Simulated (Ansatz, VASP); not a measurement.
Sc in VASP and in Ansatz

```
CELL_PARAMETERS angstrom
2.36459 0.00000 0.00000
-1.18230 2.04780 0.00000
0.00000 0.00000 4.08136
ATOMIC_POSITIONS crystal
Sc 0.33333 0.66667 0.25000
Sc 0.66667 0.33333 0.75000
```

Change from the starting cell: volume scaled by 0.4, crystal datasets.

Alike in both runs: task single point; functional PBE; k mesh 13 × 13 × 7; occupations fermi-dirac, width 0.08 eV; no spin polarisation.

|  | VASP | Ansatz |
| --- | --- | --- |
| version | VASP 6.6.1 | Ansatz 0.2.0 |
| potentials or method | VASP PAW PBE potentials, release 64 (Sc_sv), cutoff 520 eV | all-electron PAW with datasets made for the crystal, scalar-relativistic |

|  | VASP | Ansatz | Ansatz less VASP |
| --- | --- | --- | --- |
| pressure (GPa) | 173.1 | 168.6 | -4.51 |
| traceless stress, the component that is largest in VASP (GPa) | -0.44 | 0.06 | +0.497 |

Both programs put the cell under a high pressure, so it lies far from rest at this level. Ansatz ran all-electron here, and VASP with PAW potentials.

Noted on VASP's run: the cell as given lies far from equilibrium.
